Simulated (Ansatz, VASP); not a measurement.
One calculation of Cd, two programs

INCAR

```
SYSTEM = Cd
PREC = Accurate
ENCUT = 600
EDIFF = 1E-6
ISMEAR = 0
SIGMA = 0.1
LREAL = .False.
LASPH = .True.
NELM = 60
ALGO = Normal
ISIF = 3
LWAVE = .False.
LCHARG = .False.
GGA = PE
IBRION = 2
NSW = 100
EDIFFG = -0.005
```

KPOINTS

```
regular mesh
0
Gamma
  16 16 16
  0 0 0
```

File POSCAR:

```
Cd
1.0
   -1.7843220000      1.7843220000      1.7843220000
    1.7843220000     -1.7843220000      1.7843220000
    1.7843220000      1.7843220000     -1.7843220000
Cd
1
Direct
    0.0000000000      0.0000000000      0.0000000000
```

Input for Ansatz:

```yaml
crystal:
  lattice:
    - [-1.784322, 1.784322, 1.784322]
    - [1.784322, -1.784322, 1.784322]
    - [1.784322, 1.784322, -1.784322]
  atoms:
    - { symbol: Cd, position: [0.0, 0.0, 0.0] }
basis:
  ecutwfc: 420
kpoints:
  mp_grid: { grid: [16, 16, 16] }
hamiltonian:
  xc: pbe
scf:
  occupations: { method: gaussian, width: 0.1 }
output:
  forces: true
  stress: true
  eigenvalues: true
  write_density: true
  write_potential: true
  elf: true
  volumetric_format: npy
relax:
  adjacent_minimum: "off"
  f_tol: 0.005
  max_steps: 80
  cell: { stress_tol: 0.05 }
```

Alike in both runs: task relaxation of cell and atoms; functional PBE; k mesh 16 × 16 × 16; occupations gaussian, width 0.1 eV; no spin polarisation.

|  | VASP | Ansatz |
| --- | --- | --- |
| version | VASP 6.6.1 | Ansatz 0.2.0 |
| potentials or method | VASP PAW PBE potentials, release 64 (Cd), cutoff 600 eV | scalar-relativistic, plane waves, PAW |
| valence electrons in the cell | 12 | 20 |

|  | VASP | Ansatz | Ansatz less VASP |
| --- | --- | --- | --- |
| gap on the k mesh at the Fermi level, each at its own relaxed structure (eV) | none | none | - |
| relaxed volume (Å³/atom) | 23.40 | 23.33 | -0.073 |
| relaxed cell length with the largest relative difference (Å) | 3.121 | 3.118 | -0.0032 |

A gap of «none» marks a metal or a gap that the smearing closes. VASP's potentials hold 12 valence electrons a cell and Ansatz's 20, so a difference there can come from the potentials and not from the codes.
